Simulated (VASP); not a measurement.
# Be3Br (P1) in VASP: relaxation of cell and atoms with PBE

Aim: the relaxation of cell and atoms of Be3Br with PBE.

Everything below comes from runs of VASP 6.6.1. Logs are shortened: lines on timing, memory, paths and dates and some standing lists are left out, and cuts for length are marked.

## 1. The cell of the first run

The typed cell holds 4 atoms: a = 4.426 Å, b = 3.766 Å, c = 4.307 Å, α = 91.67°, β = 112.54°, γ = 77.09°.

The cell was generated, and may not be a known phase.

## 2. Relaxation of cell and atoms, PBE

The input, INCAR:

```
PREC = Accurate
ENCUT = 600
EDIFF = 1E-7
ISMEAR = 0
SIGMA = 0.1
LREAL = False
LASPH = True
NELM = 60
ALGO = Normal
ISIF = 3
LWAVE = False
LCHARG = False
GGA = PE
IBRION = 2
NSW = 90
EDIFFG = -0.04
```

The input, KPOINTS:

```
Automatic mesh
0
Gamma
  4 6 4
```

The input, POSCAR:

```
Be3Br
1.0
    4.4257631655      0.0000000000      0.0000000000
    0.8411615426      3.6708122917      0.0000000000
   -1.6506721470      0.2496846643      3.9703114513
Be Br
3 1
Direct
    0.1928525707      0.8278669825      0.4375048120
    0.9245746447      0.8222524052      0.5058152866
    0.3242547689      0.1978645026      0.8480820442
    0.0314464673      0.2675318237      0.4711515265
```

Potentials or basis: VASP PAW PBE potentials, release 64 (Be, Br).

Run with:

```sh
$ cat potpaw_PBE.64/Be/POTCAR potpaw_PBE.64/Br/POTCAR > POTCAR
$ mpirun -np 1 vasp_std > vasp.out
```

OUTCAR:

```text
PREC = Accurate
   ENCUT = 600
   EDIFF = 1E-7
   ISMEAR = 0
   LREAL = False
   LASPH = True
   NELM = 60
   ISIF = 3
   GGA = PE
   IBRION = 2
   NSW = 90
   EDIFFG = -0.04

 ion  position               nearest neighbor table
   1  0.193  0.828  0.438-   2 1.33   4 1.68   3 2.20   4 2.40
   2  0.925  0.822  0.506-   1 1.33   4 1.87   4 2.05
   3  0.324  0.198  0.848-   4 1.63   1 2.20
   4  0.031  0.268  0.471-   3 1.63   1 1.68   2 1.87   2 2.05   1 2.40

  LATTYP: Found a triclinic cell.
 ALAT       =     6.4199189062
 B/A-ratio  =     0.6893799174
 C/A-ratio  =     1.3344301854
 COS(alpha) =     0.0036945469
 COS(beta)  =     0.5096995365
 COS(gamma) =     0.8204036196

  Lattice vectors:

 A1 = (  -5.2669247081,  -3.6708122917,   0.0000000000)
 A2 = (  -4.4257631655,   0.0000000000,   0.0000000000)
 A3 = (  -0.0316509382,  -7.5913092477,  -3.9703114513)

Analysis of symmetry for initial positions (statically):
=====================================================================
 Subroutine PRICEL returns:
 Original cell was already a primitive cell.

 Routine SETGRP: Setting up the symmetry group for a
 triclinic supercell.

 Subroutine GETGRP returns: Found  1 space group operations
 (whereof  1 operations were pure point group operations)
 out of a pool of  2 trial point group operations.

The static configuration has the point symmetry C_1 .

Analysis of symmetry for dynamics (positions and initial velocities):
=====================================================================
 Subroutine PRICEL returns:
 Original cell was already a primitive cell.

 Routine SETGRP: Setting up the symmetry group for a
 triclinic supercell.

 Subroutine GETGRP returns: Found  1 space group operations
 (whereof  1 operations were pure point group operations)
 out of a pool of  2 trial point group operations.

The dynamic configuration has the point symmetry C_1 .

 Subroutine INISYM returns: Found  1 space group operations
 (whereof  1 operations are pure point group operations),
 and found     1 'primitive' translations

----------------------------------------------------------------------------------------

                                     Primitive cell

  volume of cell :      64.5023

  direct lattice vectors                    reciprocal lattice vectors
     4.425763166  0.000000000  0.000000000     0.225949732 -0.051776067  0.097195553
[... 116 lines left out ...]
   LHFCALC =     F    Hartree Fock is set to
   AEXX    =    0.0000 exact exchange contribution
   IVDW    =     0    specifies the selected vdW correction
   LEPSILON=     F    determine dielectric tensor
   LRPA    =     F    only Hartree local field effects (RPA)
 conjugate gradient relaxation of ions
 non-spin polarized calculation
 Gauss-broadening in eV      SIGMA  =   0.10
  energy-cutoff  :      600.00
  volume of cell :       64.50
 maximum number of plane-waves:      2168
   NGX = 17   NGY = 15   NGZ = 17

--------------------------------------- Ionic step        1  -------------------------------------------

 number of electron      13.0000001 magnetization

 Free energy of the ion-electron system (eV)
  ---------------------------------------------------
  ext. energy  EPLUGINS =         0.00000000
  ---------------------------------------------------
  free energy    TOTEN  =         2.84497542 eV

  energy without entropy =        2.85606656  energy(sigma->0) =        2.85052099

------------------------ aborting loop because EDIFF is reached ----------------------------------------

  FORCE on cell =-STRESS in cart. coord.  units (eV):
  Direction    XX          YY          ZZ          XY          YZ          ZX
  --------------------------------------------------------------------------------------
  -------------------------------------------------------------------------------------
  Total       23.6842656     24.6040370     16.2911828      0.1968551     -0.3225492      2.6855061
  in kB      588.2955747    611.1418575    404.6581338      4.8897012     -8.0118294     66.7055253
  external PRESSURE =     534.6985220 kB  Pullay stress =       0.0000000 kB
[... 95 lines left out ...]
  FREE ENERGIE OF THE ION-ELECTRON SYSTEM (eV)
  ---------------------------------------------------
  free  energy   TOTEN  =        -6.1235173004 eV

  energy  without entropy=       -6.1124493473  energy(sigma->0) =       -6.11798332

 E-fermi :   5.5617     XC(G=0):  -9.6719

 val. band max:        5.5388725636   @ k =   0.2500   0.0000  -0.0000
 cond. band min:       5.5639808754   @ k =   0.0000   0.3333   0.0000
 fundamental gap:      0.0251083118
 Fermi energy:         5.5617428402

 k-point     1 :       0.0000    0.0000    0.0000
  band No.  band energies     occupation
      1     -13.4575      2.00000
      2      -3.1358      2.00000
      3      -0.9675      2.00000
      4      -0.8731      2.00000
      5       2.6070      2.00000
      6       5.2019      2.00000
      7       5.5848      0.74392
      8       7.3999      0.00000
      9       9.0555      0.00000
     10      10.9584      0.00000
[... 287 lines left out ...]
 k-point    24 :       0.2500    0.3333    0.2500
  band No.  band energies     occupation
      1     -12.3502      2.00000
      2      -2.3840      2.00000
      3      -1.8533      2.00000
      4       0.0371      2.00000
      5       0.8790      2.00000
      6       2.6708      2.00000
      7       5.9854      0.00000
      8       7.6784      0.00000
      9       8.6525      0.00000
     10      11.1468      0.00000

 [... further k-points ...]

[... ionic steps 4 to 44 ...]

--------------------------------------- Ionic step       45  -------------------------------------------

 number of electron      13.0000000 magnetization

------------------------ aborting loop because EDIFF is reached ----------------------------------------
[... 71 lines left out ...]
--------------------------------------- Ionic step       47  -------------------------------------------

 number of electron      13.0000000 magnetization

 Free energy of the ion-electron system (eV)
  ---------------------------------------------------
  ext. energy  EPLUGINS =         0.00000000
  ---------------------------------------------------
  free energy    TOTEN  =       -12.16469611 eV

  energy without entropy =      -12.15951964  energy(sigma->0) =      -12.16210787

 E-fermi :   2.8651     XC(G=0):  -9.0468

 val. band max:        2.8475067200   @ k =   0.5000   0.3333  -0.0000
 cond. band min:       2.8900853035   @ k =   0.2500   0.0000  -0.0000
 fundamental gap:      0.0425785835
 Fermi energy:         2.8651450968

 k-point     1 :       0.0000    0.0000    0.0000
  band No.  band energies     occupation
      1     -12.8288      2.00000
      2      -3.4632      2.00000
      3      -2.8033      2.00000
      4       0.7963      2.00000
      5       1.2109      2.00000
      6       4.5444      0.00000
      7       5.2952      0.00000
      8       5.4222      0.00000
      9       5.9285      0.00000
     10       7.4154      0.00000
[... 330 lines left out ...]
  FREE ENERGIE OF THE ION-ELECTRON SYSTEM (eV)
  ---------------------------------------------------
  free  energy   TOTEN  =       -12.1646961095 eV

  energy  without entropy=      -12.1595196401  energy(sigma->0) =      -12.16210787

 reached required accuracy - stopping structural energy minimisation
```

Wall time 29 min (1 thread of Oxide Virtual Turin-like, shared host); peak memory 0.2 GiB.

Results:

```yaml
Free_energy: -12.1647 eV
Relaxed_volume: 15.41 Å³/atom
Relaxed_cell: a = 3.737 Å, b = 5.441 Å, c = 3.729 Å, α = 69.74°, β = 119.91°, γ = 100.77°
Space_group_after_relaxing_to_0.1_Å: P1 (No. 1)
Energy_gained_by_relaxing: 3752.4 meV/atom
Ionic_steps: 47
Pressure_after_relaxing: 0.0 GPa
Largest_force_after_relaxing: 0.032 eV/Å
Band_gap_on_the_k_mesh: zero (an odd number of electrons rules out a gap without spin polarisation)
```

Forces on the atoms (eV/Å):
```
Be   0.011 -0.013 -0.014
Be   0.007  0.003  0.012
Be   0.011 -0.004  0.009
Br  -0.028  0.014 -0.007
```

The path:
```tsv
step	energy change (eV)	largest force (eV/Å)	pressure (GPa)	volume (Å³)
1	0.0000	20.9439	53.47	64.50
3	-8.9685	0.9953	-3.01	125.83
5	-9.8306	2.3446	-3.98	90.83
7	-9.8840	2.6259	-3.33	87.26
9	-10.6907	1.2211	-5.19	80.75
11	-11.4590	1.7759	-2.16	72.79
13	-11.4593	3.8950	26.11	51.29
15	-13.1764	1.5776	4.53	61.01
17	-13.8396	0.7760	0.79	64.11
19	-14.3122	0.7569	-1.77	66.32
21	-14.5772	0.8587	-0.25	63.92
23	-14.7314	0.4555	-0.11	62.70
25	-14.7579	0.1926	-0.06	62.56
27	-14.7676	0.1891	0.24	62.40
29	-14.7948	0.2054	-0.26	63.06
31	-14.8169	0.4943	-0.94	63.96
33	-14.8489	0.5770	-0.95	63.79
35	-14.8883	0.5741	-0.58	62.89
37	-14.9509	0.3975	0.23	61.59
39	-14.9974	0.1156	-0.35	62.10
41	-15.0030	0.0942	0.05	61.62
43	-15.0083	0.0598	-0.03	61.69
45	-15.0093	0.0420	-0.01	61.67
47	-15.0097	0.0322	0.01	61.65
```

Final structure:
```xyz
4
Lattice="3.6860 -0.5819 -0.2080 -0.1466 5.4137 0.5250 -1.5529 0.9401 3.2571" Properties=species:S:1:pos:R:3 pbc="T T T"
Be   -0.1572    4.6819    1.3683
Be    1.8804    5.2571    2.1733
Be    0.1203    5.7345    3.3313
Br   -0.3841    2.4627    1.8259
```

Levels at points of the mesh, in eV from the Fermi level:
```
           k point  band 3  band 4  band 5  band 6  band 7  band 8  band 9  band 10
(0.00, 0.00, 0.00)   -5.67   -2.07   -1.65    1.68    2.43    2.56    3.06     4.55
(0.50, 0.00, 0.00)   -5.23   -3.51   -2.32   -2.25   -0.79    1.40    4.42     5.58
(0.00, 0.50, 0.00)   -2.34   -2.01   -1.83    0.19    2.24    2.35    2.79     3.33
(0.50, 0.50, 0.00)   -4.92   -3.98   -2.81   -1.10    0.22    3.18    4.12     4.30
(0.00, 0.00, 0.50)   -4.87   -3.80   -2.61   -1.84   -0.50    2.35    4.61     5.96
(0.50, 0.00, 0.50)   -4.87   -3.80   -2.63   -1.80   -0.52    2.49    4.67     5.76
(0.00, 0.50, 0.50)   -4.86   -3.80   -2.61   -1.83   -0.59    2.46    4.71     5.79
(0.50, 0.50, 0.50)   -4.86   -3.80   -2.59   -1.86   -0.57    2.33    4.64     6.01
```

Caveat: the k points lie up to 0.49 Å⁻¹ apart in the final cell, too coarse for converged energies and pressures of a metal; a cell axis changed by over 15 % at a fixed basis, so the end point is rough.

The gap in the log of VASP goes by the Fermi energy; the results here count the filled bands.